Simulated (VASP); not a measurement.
# MnSb (Fm-3m) in VASP: a series of runs

MnSb is run at these levels: PBE; tasks: single point.

Program: VASP 6.6.1. These are calculated values, not measurements. Logs are shortened: lines on timing, memory, paths and dates and some standing lists are left out, and cuts for length are marked.

### 1 The cell of the first run

The structure is cubic, space group Fm-3m (No. 225). Conventional cell: a = 5.590 Å, b = 5.590 Å, c = 5.590 Å, α = 90.00°, β = 90.00°, γ = 90.00°. Sb (site symmetry m-3m) has 6 Mn at 2.80 Å within 3.7 Å. Within 3.7 Å of Mn (site symmetry m-3m) lie 6 Sb at 2.80 Å.

### 2 Single point, PBE, collinear spin, ferromagnetic start

INCAR reads:

```
PREC = Accurate
ENCUT = 680
EDIFF = 1E-6
ISMEAR = -1
SIGMA = 0.05
LREAL = F
LASPH = T
NELM = 200
ALGO = Normal
ISIF = 2
LWAVE = F
LCHARG = F
ISPIN = 2
MAGMOM = 0 8
LORBIT = 11
NUPDOWN = 8.0
LMAXMIX = 4
GGA = PE
NBANDS = 26
GGA_COMPAT = F
```

KPOINTS reads:

```
regular mesh
0
Gamma
  7 7 7
```

POSCAR reads:

```
MnSb
1.0
    0.0000000000      2.7950160000      2.7950160000
    2.7950160000      0.0000000000      2.7950160000
    2.7950160000      2.7950160000      0.0000000000
Sb Mn
1 1
Direct
    0.5000000000      0.5000000000      0.5000000000
    0.0000000000      0.0000000000      0.0000000000
```

Potentials or basis: VASP PAW PBE potentials, release 64 (Sb_d_GW, Mn_sv).

On the command line:

```
$ cat potpaw_PBE.64/Sb_d_GW/POTCAR potpaw_PBE.64/Mn_sv/POTCAR > POTCAR
$ mpirun -np 1 vasp_std > vasp.out
```

OUTCAR:

```text
PREC = Accurate
   ENCUT = 680
   EDIFF = 1E-6
   ISMEAR = -1
   LREAL = F
   LASPH = T
   NELM = 200
   ISIF = 2
   ISPIN = 2
   LORBIT = 11
   NUPDOWN = 8.0
   GGA = PE

 ion  position               nearest neighbor table
   1  0.500  0.500  0.500-   2 2.80   2 2.80   2 2.80   2 2.80   2 2.80   2 2.80
   2  0.000  0.000  0.000-   1 2.80   1 2.80   1 2.80   1 2.80   1 2.80   1 2.80

  LATTYP: Found a face centered cubic cell.
 ALAT       =     5.5900320000

  Lattice vectors:

 A1 = (   0.0000000000,   2.7950160000,   2.7950160000)
 A2 = (   2.7950160000,   0.0000000000,   2.7950160000)
 A3 = (   2.7950160000,   2.7950160000,   0.0000000000)

Analysis of symmetry for initial positions (statically):
=====================================================================
 Subroutine PRICEL returns:
 Original cell was already a primitive cell.

 Routine SETGRP: Setting up the symmetry group for a
 face centered cubic supercell.

 Subroutine GETGRP returns: Found 48 space group operations
 (whereof 48 operations were pure point group operations)
 out of a pool of 48 trial point group operations.

The static configuration has the point symmetry O_h .

Analysis of symmetry for dynamics (positions and initial velocities):
=====================================================================
 Subroutine PRICEL returns:
 Original cell was already a primitive cell.

 Routine SETGRP: Setting up the symmetry group for a
 face centered cubic supercell.

 Subroutine GETGRP returns: Found 48 space group operations
 (whereof 48 operations were pure point group operations)
 out of a pool of 48 trial point group operations.

The dynamic configuration has the point symmetry O_h .

Analysis of structural, dynamic, and magnetic symmetry:
=====================================================================
 Subroutine PRICEL returns:
 Original cell was already a primitive cell.

 Routine SETGRP: Setting up the symmetry group for a
 face centered cubic supercell.

 Subroutine GETGRP returns: Found 48 space group operations
 (whereof 48 operations were pure point group operations)
 out of a pool of 48 trial point group operations.

The overall configuration has the point symmetry O_h .

 Subroutine INISYM returns: Found 48 space group operations
 (whereof 48 operations are pure point group operations),
 and found     1 'primitive' translations

----------------------------------------------------------------------------------------

                                     Primitive cell

  volume of cell :      43.6700

  direct lattice vectors                    reciprocal lattice vectors
     0.000000000  2.795016000  2.795016000    -0.178889853  0.178889853  0.178889853
     2.795016000  0.000000000  2.795016000     0.178889853 -0.178889853  0.178889853
     2.795016000  2.795016000  0.000000000     0.178889853  0.178889853 -0.178889853

  length of vectors
     3.952749534  3.952749534  3.952749534     0.309846314  0.309846314  0.309846314

  position of ions in fractional coordinates (direct lattice)
     0.500000000  0.500000000  0.500000000
     0.000000000  0.000000000  0.000000000

  ion indices of the primitive-cell ions
   primitive index   ion index
                 1           1
                 2           2

----------------------------------------------------------------------------------------

 KPOINTS: regular mesh

Automatic generation of k-mesh.
 Grid dimensions read from file:
 generate k-points for:    7    7    7

 Generating k-lattice:

  Cartesian coordinates                     Fractional coordinates (reciprocal lattice)
    -0.025555693  0.025555693  0.025555693     0.142857143  0.000000000  0.000000000
     0.025555693 -0.025555693  0.025555693     0.000000000  0.142857143  0.000000000
     0.025555693  0.025555693 -0.025555693     0.000000000  0.000000000  0.142857143

  Length of vectors
     0.044263759  0.044263759  0.044263759

  Shift w.r.t. Gamma in fractional coordinates (k-lattice)
     0.000000000  0.000000000  0.000000000

 Subroutine IBZKPT returns following result:
 ===========================================

 Found     20 irreducible k-points:

 Following reciprocal coordinates:
            Coordinates               Weight
  0.000000  0.000000  0.000000      1.000000
  0.142857  0.000000  0.000000      8.000000
  0.285714  0.000000  0.000000      8.000000
  0.428571  0.000000  0.000000      8.000000
  0.142857  0.142857  0.000000      6.000000
  0.285714  0.142857  0.000000     24.000000
[... 12 lines left out ...]
 -0.428571  0.428571  0.142857     24.000000
 -0.285714  0.428571  0.142857     24.000000
   k-points           NKPTS =     20   k-points in BZ     NKDIM =     20   number of bands    NBANDS=     26
   number of dos      NEDOS =    301   number of ions     NIONS =      2
   total plane-waves  NPLWV =  46656
   dimension x,y,z NGX =    36 NGY =   36 NGZ =   36
   dimension x,y,z NGXF=    72 NGYF=   72 NGZF=   72
   ions per type =               1   1
   NGX,Y,Z   is equivalent  to a cutoff of  15.14, 15.14, 15.14 a.u.
   NGXF,Y,Z  is equivalent  to a cutoff of  30.28, 30.28, 30.28 a.u.
 SYSTEM =  unknown system
   PREC   = accura    normal or accurate (medium, high low for compatibility)
   ISTART =      0    job   : 0-new  1-cont  2-samecut
   ICHARG =      2    charge: 1-file 2-atom 10-const
   ISPIN  =      2    spin polarized calculation?
   LNONCOLLINEAR =      F non collinear calculations
   LSORBIT =      F    spin-orbit coupling
   LASPH  =      T    aspherical Exc in radial PAW
   ENCUT  =  680.0 eV  49.98 Ry    7.07 a.u.   8.40  8.40  8.40*2*pi/ulx,y,z
   NELM   =    200;   NELMIN=  2; NELMDL= -5     # of ELM steps
   EDIFF  = 0.1E-05   stopping-criterion for ELM
   LREAL  =      F    real-space projection
   EDIFFG = 0.1E-04   stopping-criterion for IOM
   NSW    =      0    number of steps for IOM
   IBRION =     -1    ionic relax: 0-MD 1-quasi-New 2-CG
   NFREE  =      0    steps in history (QN), initial steepest desc. (CG)
   ISIF   =      2    stress and relaxation
   ISYM   =      2    0-nonsym 1-usesym 2-fastsym
   POTIM  = 0.5000    time-step for ionic-motion
   TEBEG  =    0.0;   TEEND  =   0.0 temperature during run
   PSTRESS=    0.0 pullay stress
   NELECT =      30.0000    total number of electrons
   NUPDOWN=       8.0000    fix difference up-down
   EMIN   =  10.00;   EMAX   =-10.00  energy-range for DOS
   EFERMI =   0.00;   METHOD = LEGACY
   ISMEAR =    -1;   SIGMA  =   0.05  broadening in eV -4-tet -1-fermi 0-gaus
   EFERMI_NEDOS =   21; number of points for ismear=-14 and -15
   IALGO  =     38    algorithm
   IMIX   =      4    mixing-type and parameters
     AMIX     =   0.40;   BMIX     =  1.00
     AMIX_MAG =   1.60;   BMIX_MAG =  1.00
  volume/ion in A,a.u.               =      21.83       147.35
  Fermi-wavevector in a.u.,A,eV,Ry     =   1.444511  2.729731 28.390093  2.086613
  Thomas-Fermi vector in A             =   2.562798
   LORBIT       =     11    0 simple, 1 ext, 2 COOP (PROOUT), +10 PAW based schemes
   GGA     = PE    functional components
   LHFCALC =     F    Hartree Fock is set to
   AEXX    =    0.0000 exact exchange contribution
   IVDW    =     0    specifies the selected vdW correction
   LEPSILON=     F    determine dielectric tensor
   LRPA    =     F    only Hartree local field effects (RPA)
 spin polarized calculation
  energy-cutoff  :      680.00
  volume of cell :       43.67
 maximum number of plane-waves:      1807
 NGX is ok and might be reduce to    36
   NGX = 17   NGY = 17   NGZ = 17

 number of electron      29.9999990 magnetization       7.9999996

 Free energy of the ion-electron system (eV)
  ---------------------------------------------------
  ext. energy  EPLUGINS =         0.00000000
  ---------------------------------------------------
  free energy    TOTEN  =        -5.57380717 eV

  energy without entropy =       -5.56900283  energy(sigma->0) =       -5.57140500

 E-fermi :   4.8942     XC(G=0): -10.7553

 val. band max:       11.4824495756   @ k =   0.0000   0.0000   0.0000
 cond. band min:       5.2100546675   @ k =  -0.4286   0.2857   0.1429
 fundamental gap:     -6.2723949081
 Fermi energy:        11.7869793200

 spin component 1

 k-point     1 :       0.0000    0.0000    0.0000
  band No.  band energies     occupation
      1     -75.2962      1.00000
      2     -44.0249      1.00000
      3     -44.0249      1.00000
      4     -44.0249      1.00000
      5     -21.5856      1.00000
      6     -21.5856      1.00000
[... 18 lines left out ...]
     25      15.8548      0.00000
     26      15.8596      0.00000
[... 527 lines left out ...]
      3     -44.0269      1.00000
      4     -44.0261      1.00000
      5     -21.5880      1.00000
      6     -21.5782      1.00000
[... 18 lines left out ...]
     25      21.7069      0.00000
     26      22.4965      0.00000
 Fermi energy:         4.8942199376

 spin component 2

 k-point     1 :       0.0000    0.0000    0.0000
  band No.  band energies     occupation
      1     -70.2030      1.00000
      2     -39.0166      1.00000
      3     -39.0166      1.00000
      4     -39.0166      1.00000
      5     -21.3274      1.00000
      6     -21.3274      1.00000
[... 18 lines left out ...]
     25      18.5072      0.00000
     26      18.5108      0.00000
[... 528 lines left out ...]
      4     -39.0181      1.00000
      5     -21.3290      1.00000
      6     -21.3211      1.00000
[... 18 lines left out ...]
     25      24.2104      0.00000
     26      24.6857      0.00000

------------------------ aborting loop because EDIFF is reached ----------------------------------------

  FORCE on cell =-STRESS in cart. coord.  units (eV):
  Direction    XX          YY          ZZ          XY          YZ          ZX
  --------------------------------------------------------------------------------------
  -------------------------------------------------------------------------------------
  Total       10.4379112     10.4379112     10.4379112      0.0000000      0.0000000     -0.0000000
  in kB      382.9493090    382.9493090    382.9493090      0.0000000      0.0000000     -0.0000000
  external PRESSURE =     382.9493090 kB  Pullay stress =       0.0000000 kB

 VOLUME and BASIS-vectors are now :
 -----------------------------------------------------------------------------
  energy-cutoff  :      680.00
  volume of cell :       43.67
      direct lattice vectors                 reciprocal lattice vectors
     0.000000000  2.795016000  2.795016000    -0.178889853  0.178889853  0.178889853
     2.795016000  0.000000000  2.795016000     0.178889853 -0.178889853  0.178889853
     2.795016000  2.795016000  0.000000000     0.178889853  0.178889853 -0.178889853

 POSITION                                       TOTAL-FORCE (eV/Angst)
 -----------------------------------------------------------------------------------
      2.79502      2.79502      2.79502        -0.000000     -0.000000     -0.000000
      0.00000      0.00000      0.00000         0.000000      0.000000      0.000000
 -----------------------------------------------------------------------------------
    total drift:                                0.000000      0.000000      0.000000

  FREE ENERGIE OF THE ION-ELECTRON SYSTEM (eV)
  ---------------------------------------------------
  free  energy   TOTEN  =        -5.5738071688 eV

  energy  without entropy=       -5.5690028288  energy(sigma->0) =       -5.57140500

 total charge

# of ion       s       p       d       f       tot
--------------------------------------------------
    1        1.348   1.410  10.087   0.017  12.863
    2        2.248   6.060   4.465   0.000  12.774
--------------------------------------------------
tot          3.596   7.471  14.553   0.017  25.637

 magnetization (x)

# of ion       s       p       d       f       tot
--------------------------------------------------
    1        0.094   0.862   0.146   0.016   1.118
    2        0.156   0.102   4.319   0.000   4.577
--------------------------------------------------
tot          0.250   0.965   4.464   0.016   5.695
```

It took 85 s on 1 thread of Intel Xeon Platinum 8259CL at 2.50GHz (Skylake/Cascade Lake), shared host; peak memory 0.28 GiB.

What came out:

| Property | Result |
| --- | --- |
| Free energy | -5.5738 eV |
| Pressure | 38.3 GPa |
| Net moment | 8.00 μB per cell |
| Site moments | Sb +1.12; Mn +4.58 μB |
| Valence electrons inside the program's atomic spheres | Sb 12.86; Mn 12.77 |

Caveat: the cell stands under pressure; spin-orbit coupling is left out, which moves the levels of the heavy elements; the total moment is fixed, so each spin has its own Fermi level and the state may be an excited one; a cell with one magnetic atom can't hold antiferromagnetic order, which such compounds often take.

### 3 Single point, PBE, collinear spin, ferromagnetic start

INCAR reads:

```
SYSTEM = MnSb
PREC = Accurate
ENCUT = 680
EDIFF = 1E-6
ISMEAR = -1
SIGMA = 0.05
LREAL = .False.
LASPH = .True.
NELM = 200
ALGO = Normal
ISIF = 2
LWAVE = .False.
LCHARG = .False.
ISPIN = 2
MAGMOM = 0 1
LORBIT = 11
NUPDOWN = 1.0
LMAXMIX = 4
GGA = PE
NBANDS = 26
GGA_COMPAT = .False.
```

KPOINTS reads:

```
Automatic mesh
0
Gamma
  7 7 7
  0 0 0
```

POSCAR is that of step 2.

Potentials or basis: VASP PAW PBE potentials, release 64 (Sb_d_GW, Mn_sv).

On the command line:

```
$ cat potpaw_PBE.64/Sb_d_GW/POTCAR potpaw_PBE.64/Mn_sv/POTCAR > POTCAR
$ mpirun -np 1 vasp_std > vasp.out
```

It took 1.9 min on 1 thread of Intel Xeon Platinum 8559C (Emerald Rapids), shared host; peak memory 0.27 GiB.

It converged, with:

| Quantity | Value |
| --- | --- |
| Free energy | -11.6572 eV |
| Pressure | -12.1 GPa |
| Net moment | 1.00 μB per cell |
| Site moments | Sb -0.15; Mn +1.20 μB |
| Valence electrons inside the program's atomic spheres | Sb 12.72; Mn 12.94 |

Caveat: the cell stands under tension; spin-orbit coupling is left out, which moves the levels of the heavy elements; the total moment is fixed, so each spin has its own Fermi level and the state may be an excited one; a cell with one magnetic atom can't hold antiferromagnetic order, which such compounds often take.
